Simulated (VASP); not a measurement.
# C (R-3m) in VASP: further runs

The runs below take C through single point, with PBEsol.

Everything below comes from runs of VASP 6.6.1. Logs are shortened: lines on timing, memory, paths and dates and some standing lists are left out, and cuts for length are marked.

**1. The cell of the first run**

It takes space group R-3m (No. 166, trigonal). The conventional cell has a = 2.431 Å, b = 2.431 Å, c = 10.041 Å, α = 90.00°, β = 90.00°, γ = 120.00°. Within 1.9 Å of C (site symmetry 3m) lie 3 C at 1.40 Å.

**2. Single point, PBEsol (equal xx and yy strain of -1 %)**

The input, INCAR:

```
SYSTEM = C
  PREC = Accurate
  ENCUT = 520
  EDIFF = 1E-7
  ISMEAR = -1
  SIGMA = 0.03
  LREAL = .FALSE.
  LASPH = .TRUE.
  NELM = 80
  ALGO = Normal
  ISIF = 2
  LWAVE = .FALSE.
  LCHARG = .FALSE.
  GGA = PS
  NBANDS = 11
```

The input, KPOINTS:

```
regular mesh
0
G
  17 17 17
  0 0 0
```

The input, POSCAR:

```
C
1.0
    1.2157460830      0.7019113283      3.3470108394
   -1.2157460830      0.7019113283      3.3470108394
    0.0000000000     -1.4038226566      3.3470108394
C
2
Direct
    0.1640000000      0.1640000000      0.1640000000
    0.8360000000      0.8360000000      0.8360000000
```

Potentials or basis: VASP PAW PBE potentials, release 64 (C).

On the command line:

```
cat potpaw_PBE.64/C/POTCAR > POTCAR
mpirun -np 1 vasp_std > vasp.out
```

OUTCAR:

```text
SYSTEM = C
   PREC = Accurate
   ENCUT = 520
   EDIFF = 1E-7
   ISMEAR = -1
   LREAL = .FALSE.
   LASPH = .TRUE.
   NELM = 80
   ISIF = 2
   GGA = PS

 ion  position               nearest neighbor table
   1  0.164  0.164  0.164-   2 1.40   2 1.40   2 1.40
   2  0.836  0.836  0.836-   1 1.40   1 1.40   1 1.40

  LATTYP: Found a trigonal (rhomboedric) cell.
 ALAT       =     3.6294902686
 COS(alpha) =     0.7755991586

  Lattice vectors:

 A1 = (   1.2157460830,   0.7019113283,   3.3470108394)
 A2 = (  -1.2157460830,   0.7019113283,   3.3470108394)
 A3 = (   0.0000000000,  -1.4038226566,   3.3470108394)

Analysis of symmetry for initial positions (statically):
=====================================================================
 Subroutine PRICEL returns:
 Original cell was already a primitive cell.

 Routine SETGRP: Setting up the symmetry group for a
 trigonal (rhombohedral) supercell.

 Subroutine GETGRP returns: Found 12 space group operations
 (whereof 12 operations were pure point group operations)
 out of a pool of 12 trial point group operations.

The static configuration has the point symmetry D_3d.

Analysis of symmetry for dynamics (positions and initial velocities):
=====================================================================
 Subroutine PRICEL returns:
 Original cell was already a primitive cell.

 Routine SETGRP: Setting up the symmetry group for a
 trigonal (rhombohedral) supercell.

 Subroutine GETGRP returns: Found 12 space group operations
 (whereof 12 operations were pure point group operations)
 out of a pool of 12 trial point group operations.

The dynamic configuration has the point symmetry D_3d.

 Subroutine INISYM returns: Found 12 space group operations
 (whereof 12 operations are pure point group operations),
 and found     1 'primitive' translations

----------------------------------------------------------------------------------------

                                     Primitive cell

  volume of cell :      17.1369

  direct lattice vectors                    reciprocal lattice vectors
     1.215746083  0.701911328  3.347010839     0.411270089  0.237446897  0.099591352
    -1.215746083  0.701911328  3.347010839    -0.411270089  0.237446897  0.099591352
     0.000000000 -1.403822657  3.347010839     0.000000000 -0.474893793  0.099591352

  length of vectors
     3.629490269  3.629490269  3.629490269     0.485224229  0.485224229  0.485224229

  position of ions in fractional coordinates (direct lattice)
     0.164000000  0.164000000  0.164000000
     0.836000000  0.836000000  0.836000000

  ion indices of the primitive-cell ions
   primitive index   ion index
                 1           1
                 2           2

----------------------------------------------------------------------------------------

 KPOINTS: regular mesh

Automatic generation of k-mesh.
 Grid dimensions read from file:
 generate k-points for:   17   17   17

 Generating k-lattice:

  Cartesian coordinates                     Fractional coordinates (reciprocal lattice)
     0.024192358  0.013967465  0.005858315     0.058823529  0.000000000  0.000000000
    -0.024192358  0.013967465  0.005858315     0.000000000  0.058823529  0.000000000
     0.000000000 -0.027934929  0.005858315     0.000000000  0.000000000  0.058823529

  Length of vectors
     0.028542602  0.028542602  0.028542602

  Shift w.r.t. Gamma in fractional coordinates (k-lattice)
     0.000000000  0.000000000  0.000000000

 Subroutine IBZKPT returns following result:
 ===========================================

 Found    489 irreducible k-points:

 Following reciprocal coordinates:
            Coordinates               Weight
  0.000000  0.000000  0.000000      1.000000
  0.058824  0.000000  0.000000      6.000000
  0.117647  0.000000  0.000000      6.000000
  0.176471  0.000000  0.000000      6.000000
  0.235294  0.000000  0.000000      6.000000
  0.294118  0.000000  0.000000      6.000000
[... 16 lines left out ...]
 -0.176471  0.058824 -0.000000     12.000000
 -0.117647  0.058824  0.000000     12.000000
 [... further k-points ...]
   k-points           NKPTS =    489   k-points in BZ     NKDIM =    489   number of bands    NBANDS=     11
   number of dos      NEDOS =    301   number of ions     NIONS =      2
   total plane-waves  NPLWV =  21952
   dimension x,y,z NGX =    28 NGY =   28 NGZ =   28
   dimension x,y,z NGXF=    56 NGYF=   56 NGZF=   56
   ions per type =               2
   NGX,Y,Z   is equivalent  to a cutoff of  12.83, 12.83, 12.83 a.u.
   NGXF,Y,Z  is equivalent  to a cutoff of  25.65, 25.65, 25.65 a.u.
 SYSTEM =  C
   PREC   = accura    normal or accurate (medium, high low for compatibility)
   ISTART =      0    job   : 0-new  1-cont  2-samecut
   ICHARG =      2    charge: 1-file 2-atom 10-const
   ISPIN  =      1    spin polarized calculation?
   LNONCOLLINEAR =      F non collinear calculations
   LSORBIT =      F    spin-orbit coupling
   LASPH  =      T    aspherical Exc in radial PAW
   ENCUT  =  520.0 eV  38.22 Ry    6.18 a.u.   6.75  6.75  6.75*2*pi/ulx,y,z
   NELM   =     80;   NELMIN=  2; NELMDL= -5     # of ELM steps
   EDIFF  = 0.1E-06   stopping-criterion for ELM
   LREAL  =      F    real-space projection
   EDIFFG = 0.1E-05   stopping-criterion for IOM
   NSW    =      0    number of steps for IOM
   IBRION =     -1    ionic relax: 0-MD 1-quasi-New 2-CG
   NFREE  =      0    steps in history (QN), initial steepest desc. (CG)
   ISIF   =      2    stress and relaxation
   ISYM   =      2    0-nonsym 1-usesym 2-fastsym
   POTIM  = 0.5000    time-step for ionic-motion
   TEBEG  =    0.0;   TEEND  =   0.0 temperature during run
   PSTRESS=    0.0 pullay stress
   NELECT =       8.0000    total number of electrons
   NUPDOWN=      -1.0000    fix difference up-down
   EMIN   =  10.00;   EMAX   =-10.00  energy-range for DOS
   EFERMI =   0.00;   METHOD = LEGACY
   ISMEAR =    -1;   SIGMA  =   0.03  broadening in eV -4-tet -1-fermi 0-gaus
   EFERMI_NEDOS =   21; number of points for ismear=-14 and -15
   IALGO  =     38    algorithm
   IMIX   =      4    mixing-type and parameters
     AMIX     =   0.40;   BMIX     =  1.00
     AMIX_MAG =   1.60;   BMIX_MAG =  1.00
  volume/ion in A,a.u.               =       8.57        57.82
  Fermi-wavevector in a.u.,A,eV,Ry     =   1.269971  2.399896 21.943820  1.612825
  Thomas-Fermi vector in A             =   2.402983
   LORBIT       =      0    0 simple, 1 ext, 2 COOP (PROOUT), +10 PAW based schemes
   GGA     = PS    functional components
   LHFCALC =     F    Hartree Fock is set to
   AEXX    =    0.0000 exact exchange contribution
   IVDW    =     0    specifies the selected vdW correction
   LEPSILON=     F    determine dielectric tensor
   LRPA    =     F    only Hartree local field effects (RPA)
 non-spin polarized calculation
  energy-cutoff  :      520.00
  volume of cell :       17.14
 maximum number of plane-waves:       474
   NGX = 13   NGY = 13   NGZ = 13

 number of electron       8.0000000 magnetization

 Free energy of the ion-electron system (eV)
  ---------------------------------------------------
  ext. energy  EPLUGINS =         0.00000000
  ---------------------------------------------------
  free energy    TOTEN  =       -19.24206026 eV

  energy without entropy =      -19.24205774  energy(sigma->0) =      -19.24205900

 E-fermi :   4.9184     XC(G=0): -10.6503

 val. band max:        4.7132017760   @ k =  -0.1765   0.4706   0.1176
 cond. band min:       5.1237167026   @ k =  -0.1765   0.4706   0.1176
 fundamental gap:      0.4105149266
 Fermi energy:         4.9183555615

 k-point     1 :       0.0000    0.0000    0.0000
  band No.  band energies     occupation
      1     -15.0732      2.00000
      2      -1.9624      2.00000
      3       1.9525      2.00000
      4       1.9525      2.00000
      5       8.7066      0.00000
      6      13.4852      0.00000
      7      13.4852      0.00000
      8      16.7916      0.00000
      9      18.5702      0.00000
     10      27.8293      0.00000
     11      30.7212      0.00000

 k-point     2 :       0.0588    0.0000    0.0000
  band No.  band energies     occupation
      1     -14.9875      2.00000
      2      -1.8748      2.00000
      3       1.6144      2.00000
      4       1.7693      2.00000
      5       8.8261      0.00000
      6      13.5344      0.00000
      7      13.8524      0.00000
      8      16.4856      0.00000
      9      18.7070      0.00000
     10      28.1163      0.00000
     11      30.1001      0.00000

 k-point     3 :       0.1176    0.0000    0.0000
  band No.  band energies     occupation
      1     -14.7305      2.00000
      2      -1.6131      2.00000
      3       0.6923      2.00000
      4       1.2903      2.00000
      5       9.1828      0.00000
      6      13.5991      0.00000
      7      14.8793      0.00000
      8      15.6360      0.00000
      9      19.1375      0.00000
     10      28.3776      0.00000
     11      28.9116      0.00000

 k-point     4 :       0.1765    0.0000    0.0000
  band No.  band energies     occupation
      1     -14.3040      2.00000
      2      -1.1882      2.00000
      3      -0.6103      2.00000
      4       0.6611      2.00000
      5       9.7631      0.00000
      6      13.5448      0.00000
      7      14.4209      0.00000
      8      16.4030      0.00000
      9      19.8393      0.00000
     10      26.5634      0.00000
     11      28.9548      0.00000
[... 239 lines left out ...]
 k-point    22 :      -0.2353    0.0588   -0.0000
  band No.  band energies     occupation
      1     -13.3015      2.00000
      2      -2.9316      2.00000
      3      -0.5558      2.00000
      4      -0.0462      2.00000
      5      10.6712      0.00000
      6      12.1488      0.00000
      7      13.7564      0.00000
      8      18.7172      0.00000
      9      21.3328      0.00000
     10      23.8376      0.00000
     11      27.9959      0.00000

 k-point    23 :      -0.1765    0.0588   -0.0000
  band No.  band energies     occupation
      1     -13.9736      2.00000
      2      -1.4095      2.00000
      3      -0.7370      2.00000
      4       0.0906      2.00000
      5      10.0519      0.00000
      6      13.3510      0.00000
      7      13.9669      0.00000
      8      17.0054      0.00000
      9      20.5739      0.00000
     10      24.9480      0.00000
     11      29.1020      0.00000

 k-point    24 :      -0.1176    0.0588    0.0000
  band No.  band energies     occupation
      1     -14.4808      2.00000
      2      -1.2994      2.00000
      3      -0.0226      2.00000
      4       0.7785      2.00000
      5       9.4240      0.00000
      6      13.7974      0.00000
      7      14.8724      0.00000
      8      15.5296      0.00000
      9      19.6608      0.00000
     10      26.6985      0.00000
     11      29.5172      0.00000

 [... further k-points ...]

------------------------ aborting loop because EDIFF is reached ----------------------------------------

  FORCE on cell =-STRESS in cart. coord.  units (eV):
  Direction    XX          YY          ZZ          XY          YZ          ZX
  --------------------------------------------------------------------------------------
  -------------------------------------------------------------------------------------
  Total        1.6841852      1.6841852      0.0881131      0.0000000     -0.0000000      0.0000000
  in kB      157.4587968    157.4587968      8.2379205      0.0000000     -0.0000000      0.0000000
  external PRESSURE =     107.7185047 kB  Pullay stress =       0.0000000 kB

 VOLUME and BASIS-vectors are now :
 -----------------------------------------------------------------------------
  energy-cutoff  :      520.00
  volume of cell :       17.14
      direct lattice vectors                 reciprocal lattice vectors
     1.215746083  0.701911328  3.347010839     0.411270089  0.237446897  0.099591352
    -1.215746083  0.701911328  3.347010839    -0.411270089  0.237446897  0.099591352
     0.000000000 -1.403822657  3.347010839     0.000000000 -0.474893793  0.099591352

 POSITION                                       TOTAL-FORCE (eV/Angst)
 -----------------------------------------------------------------------------------
      0.00000      0.00000      1.64673         0.000000      0.000000      0.865426
      0.00000      0.00000      8.39430         0.000000      0.000000     -0.865426
 -----------------------------------------------------------------------------------
    total drift:                                0.000000     -0.000000      0.000000

  FREE ENERGIE OF THE ION-ELECTRON SYSTEM (eV)
  ---------------------------------------------------
  free  energy   TOTEN  =       -19.2420602554 eV

  energy  without entropy=      -19.2420577447  energy(sigma->0) =      -19.24205900
```

Wall time 1.8 min (1 thread of AMD EPYC 7R13 (Zen 3), shared host); peak memory 0.17 GiB.

Results:

| Quantity | Value |
| --- | --- |
| Free energy | -19.2421 eV |
| Pressure | 10.8 GPa |
| Largest force | 0.865 eV/Å |

Forces in eV/Å, atoms in the order of the input:
```
C    0.000  0.000  0.865
C    0.000  0.000 -0.865
```

Caveat: the cell differs from its parent crystal (equal xx and yy strain of -1 %); the stress differs along the axes, from 1 to 16 GPa; this functional lacks dispersion, which binds layers or chains, so the pressure and a relaxed spacing across them are unreliable; the PAW data sets were made with another functional, which shifts forces and pressure a little.

**3. Single point, PBEsol (8.66 Å³/atom)**

This run uses another cell than the first one, of 8.66 Å³/atom.

The input, INCAR:

```
SYSTEM = C
PREC = Accurate
ENCUT = 520
EDIFF = 1E-6
ISMEAR = -1
SIGMA = 0.03
LREAL = .False.
LASPH = .True.
NELM = 100
ALGO = Normal
ISIF = 2
LWAVE = .False.
LCHARG = .False.
GGA = PS
NBANDS = 11
```

The input, KPOINTS:

```
regular mesh
0
Gamma
  17 17 17
  0 0 0
```

The input, POSCAR:

```
C
1.0
    1.2239192043      0.7066300820      3.3358167396
   -1.2239192043      0.7066300820      3.3358167396
    0.0000000000     -1.4132601641      3.3358167396
C
2
Direct
    0.1640000000      0.1640000000      0.1640000000
    0.8360000000      0.8360000000      0.8360000000
```

Potentials or basis: VASP PAW PBE potentials, release 64 (C).

On the command line:

```
cat potpaw_PBE.64/C/POTCAR > POTCAR
mpirun -np 1 vasp_std > vasp.out
```

Run time: 90 s. Hardware: 1 thread of AMD EPYC 7R13 (Zen 3), shared host; peak memory 0.18 GiB.

The run converged. Its results:

| Property | Result |
| --- | --- |
| Free energy | -19.2580 eV |
| Pressure | 4.8 GPa |
| Largest force | 0.864 eV/Å |

Forces in eV/Å, atoms in the order of the input:
```
C    0.000  0.000  0.864
C    0.000  0.000 -0.864
```

Stress tensor (GPa, compression positive):
```
6.69 0.00 0.00
0.00 6.69 0.00
0.00 0.00 0.93
```

Caveat: the stress differs along the axes, from 1 to 7 GPa; this functional lacks dispersion, which binds layers or chains, so the pressure and a relaxed spacing across them are unreliable; the PAW data sets were made with another functional, which shifts forces and pressure a little.

**4. Single point, PBEsol (zz strain of -1 %)**

The input, INCAR:

```
SYSTEM = C
ALGO = Normal
EDIFF = 1E-7
ENCUT = 520
GGA = PS
ISIF = 2
ISMEAR = -1
LASPH = .True.
LCHARG = .False.
LREAL = .False.
LWAVE = .False.
NBANDS = 11
NELM = 60
PREC = Accurate
SIGMA = 0.03
```

The input, KPOINTS:

```
k-points
0
Gamma
  17 17 17
  0 0 0
```

The input, POSCAR:

```
C
1.0
    1.2280263465      0.7090013417      3.3135407310
   -1.2280263465      0.7090013417      3.3135407310
    0.0000000000     -1.4180026834      3.3135407310
C
2
Direct
    0.1640000000      0.1640000000      0.1640000000
    0.8360000000      0.8360000000      0.8360000000
```

On the command line:

```
cat potpaw_PBE.64/C/POTCAR > POTCAR
mpirun -np 1 vasp_std > vasp.out
```

It took 1.8 min on 1 thread of AMD EPYC 7R13 (Zen 3), shared host; peak memory 0.17 GiB.

It converged, with:

- Free energy: -19.2605 eV
- Pressure: 2.0 GPa
- Largest force: 0.857 eV/Å

Forces in eV/Å, atoms in the order of the input:
```
C    0.000  0.000  0.857
C    0.000  0.000 -0.857
```

Stress tensor (GPa, compression positive):
```
2.35 0.00 0.00
0.00 2.35 0.00
0.00 0.00 1.18
```

Caveat: the cell differs from its parent crystal (zz strain of -1 %); this functional lacks dispersion, which binds layers or chains, so the pressure and a relaxed spacing across them are unreliable; the PAW data sets were made with another functional, which shifts forces and pressure a little.

[end of part 1 of 2]
